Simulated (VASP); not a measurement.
Set up this calculation in VASP 6.6.1, as the native input.

| Property | Result |
| --- | --- |
| Task | single point |
| Functional | r2SCAN |
| Potentials or basis | VASP PAW PBE potentials, release 64 (Al, N) |
| Cutoff | 520 eV |
| k mesh | 12 × 12 × 6 |
| Occupations | gaussian, width 0.05 eV |
| Spin | no spin polarisation |
| Dipole correction | no |
| Further INCAR settings | ALGO = Normal; EDIFF = 1e-06; NBANDS = 16 |

The system is AlN.

```
Al N
1.0
     3.06007    0.00000    0.00000
    -1.53003    2.73081    0.00000
     0.00000    0.00000    4.97840
Al N
2 2
Direct
  0.33333 0.66667 0.00169
  0.66667 0.33333 0.50169
  0.33333 0.66667 0.38331
  0.66667 0.33333 0.88331
```

This cell differs from its parent crystal: strain -0.0150 x Voigt [1, -1, 0, 0, 0, 0].

The input as run:

POSCAR

```
AlN
1.0
    3.0600653585      0.0000000000      0.0000000000
   -1.5300326793      2.7308078709      0.0000000000
    0.0000000000      0.0000000000      4.9784048354
Al N
2 2
Direct
    0.3333333333      0.6666666667      0.0016929024
    0.6666666667      0.3333333333      0.5016929024
    0.3333333333      0.6666666667      0.3833070976
    0.6666666667      0.3333333333      0.8833070976
```

INCAR.step1

```
PREC = Accurate
ENCUT = 520
ISMEAR = 0
SIGMA = 0.05
LREAL = F
LASPH = T
NELM = 80
NBANDS = 16
GGA = PE
ALGO = Normal
EDIFF = 1E-4
LWAVE = T
LCHARG = F
```

INCAR.step2

```
PREC = Accurate
ENCUT = 520
EDIFF = 1E-6
ISMEAR = 0
SIGMA = 0.05
LREAL = F
LASPH = T
NELM = 80
ALGO = Normal
ISIF = 2
LWAVE = F
LCHARG = T
METAGGA = R2SCAN
LMIXTAU = T
LELF = T
LVHAR = T
NBANDS = 16
ISTART = 1
```

KPOINTS

```
regular mesh
0
Gamma
  12 12 6
```

Potentials or basis: VASP PAW PBE potentials, release 64 (Al, N).

Run with:

```bash
$ cat potpaw_PBE.64/Al/POTCAR potpaw_PBE.64/N/POTCAR > POTCAR
$ cp INCAR.step1 INCAR
$ mpirun -np 1 vasp_std > vasp.out
$ cp INCAR.step2 INCAR
$ mpirun -np 1 vasp_std > vasp.out
```

Results of the run:

```json
{
 "Pressure": "-0.2 GPa",
 "Largest force": "0.304 eV/Å",
 "Band gap on the k mesh": "4.91 eV, direct"
}
```

Caveat: the cell differs from its parent crystal (strain -0.0150 x Voigt [1, -1, 0, 0, 0, 0]); the PAW data sets were made with another functional, which shifts forces and pressure a little.

It took 3.8 min on 1 thread of AMD EPYC 9R45 96-Core Processor (Zen 5) (shared host), peak memory 0.2 GiB.
